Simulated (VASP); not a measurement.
# Cr: single point with PBE

Crystal: Cr.

```
Cr
1.0
     2.76723    0.00000    0.00000
    -1.38361    2.39649    0.00000
     0.00000    0.00000    4.49649
Cr
2
Cartesian
  1.3836 0.7988 3.3724
  0.0000 1.5977 1.1241
```

This cell differs from its parent crystal: volume scaled by 1.06.

- Program: VASP 6.6.1
- Task: single point
- Functional: PBE
- Potentials or basis: VASP PAW PBE potentials, release 64 (Cr_pv)
- Cutoff: 520 eV
- k mesh: 11 × 11 × 6
- Occupations: fermi-dirac, width 0.05 eV
- Spin: collinear spin, ferromagnetic start
- Starting moments: [3.0, 3.0] μB
- Dipole correction: no
- Further INCAR settings: ALGO = Normal; EDIFF = 1e-06; NBANDS = 23

```
Pressure                                              : -28.0 GPa
Net moment                                            : 2.61 μB per cell
Site moments                                          : Cr +1.22 μB
Valence electrons inside the program's atomic spheres : Cr 10.63
```

Stress tensor (GPa, compression positive):
```
-28.08   0.00   0.00
  0.00 -28.08   0.00
  0.00   0.00 -27.96
```

Levels at points of the mesh, in eV from the Fermi level:
Spin up:
```csv
k point,band 11,band 12,band 13,band 14,band 15,band 16
"(0.00, 0.00, 0.00)",-0.76,-0.49,-0.49,-0.13,-0.13,0.24
"(0.00, 0.00, 0.50)",-0.88,-0.88,-0.88,-0.88,0.69,0.69
```
Spin down:
| k point | band 7 | band 8 | band 9 | band 10 | band 11 | band 12 | band 13 | band 14 |
| --- | --- | --- | --- | --- | --- | --- | --- | --- |
| (0.00, 0.00, 0.00) | -6.61 | -2.84 | 0.13 | 0.26 | 0.26 | 0.60 | 0.62 | 0.62 |
| (0.00, 0.00, 0.50) | -4.71 | -4.71 | -0.42 | -0.42 | 0.22 | 0.22 | 0.22 | 0.22 |

Run time: 110 s on 1 thread of Intel Xeon 8259CL, with other jobs on the host, peak memory 0.21 GiB.
